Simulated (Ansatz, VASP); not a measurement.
## One calculation of Ge, two programs

Contents of INCAR:

```
SYSTEM = Ge
ALGO     = Normal         ! electronic algorithm
EDIFF    = 1E-7           ! SCF threshold, eV
ENCUT    = 520            ! plane-wave cutoff, eV
GGA_COMPAT= .False.      
ISIF     = 2              ! what is computed and relaxed
ISMEAR   = -1             ! smearing method
LASPH    = .True.         ! aspherical terms in the spheres
LCHARG   = .False.        ! write CHGCAR
LORBIT   = 11             ! projections on sites
LORBMOM  = .True.       
LREAL    = .False.        ! projectors in reciprocal space
LSORBIT  = .True.         ! spin-orbit coupling
LWAVE    = .False.        ! write WAVECAR
MAGMOM   = 0 0 0 0 0 0    ! initial moments
NBANDS   = 40             ! bands
NELM     = 150            ! most SCF steps
PREC     = Accurate       ! precision mode
SIGMA    = 0.05           ! smearing width, eV
```

KPOINTS

```
k-points
0
Gamma
  8 8 8
  0 0 0
```

POSCAR

```
Ge
1.0
   -2.5744897190      2.5744897190      1.3974126432
    2.5744897190     -2.5744897190      1.3974126432
    2.5744897190      2.5744897190     -1.3974126432
Ge
2
Direct
    0.5000000000      0.5000000000      0.0000000000
    0.2500000000      0.7500000000      0.5000000000
```

File input.yaml:

```yaml
crystal:
  lattice:
    - [-2.574489719, 2.574489719, 1.3974126432]
    - [2.574489719, -2.574489719, 1.3974126432]
    - [2.574489719, 2.574489719, -1.3974126432]
  atoms:
    - { symbol: Ge, position: [0.5, 0.5, 0.0] }
    - { symbol: Ge, position: [0.25, 0.75, 0.5] }
kpoints:
  mp_grid: { grid: [8, 8, 8] }
  band_path:
    path:
      - [0.0, 0.0, 0.0]
      - [0.0, 0.0, 0.5]
      - [-0.5, 0.5, 0.5]
      - [0.0, 0.0, 0.0]
      - [0.323655812, 0.323655812, -0.323655812]
      - [0.25, 0.25, 0.25]
      - [0.0, 0.5, 0.0]
      - [-0.323655812, 0.676344188, 0.323655812]
    npoints: 8
scf:
  occupations: { method: fermi_dirac, width: 0.05 }
hamiltonian:
  xc: lda
  pseudopotentials: { kind: all_electron, lapw: { basis_error: 0.001 } }
magnetization:
  noncollinear: true
  spin_orbit: true
output:
  forces: true
  stress: true
  eigenvalues: true
```

Alike in both runs: functional LDA; k mesh 8 × 8 × 8; occupations fermi-dirac, width 0.05 eV; non-collinear spin, spin-orbit coupling.

|  | VASP | Ansatz |
| --- | --- | --- |
| version | VASP 6.6.1 | Ansatz 0.2.0 |
| potentials or method | VASP PAW LDA potentials, release 64 (Ge_d), cutoff 520 eV | all-electron LAPW, relativistic spinors |
| task | single point | band structure |

Ansatz gave:

| Quantity | Value |
| --- | --- |
| pressure (GPa) | -2.6 |
| traceless stress, the component that is largest in VASP (GPa) | 3.10 |

Question: What did VASP give for the same quantities?

Answer: Pressure (GPa): -2.5; traceless stress, the component that is largest in VASP (GPa): 3.11.

LDA's correlation is that of Perdew and Zunger in VASP and of Perdew and Wang (1992) in Ansatz. Ansatz ran all-electron here, and VASP with PAW potentials.

Noted on Ansatz's run: the k mesh is thin for a metal, which can move the energy by tens of meV per atom.
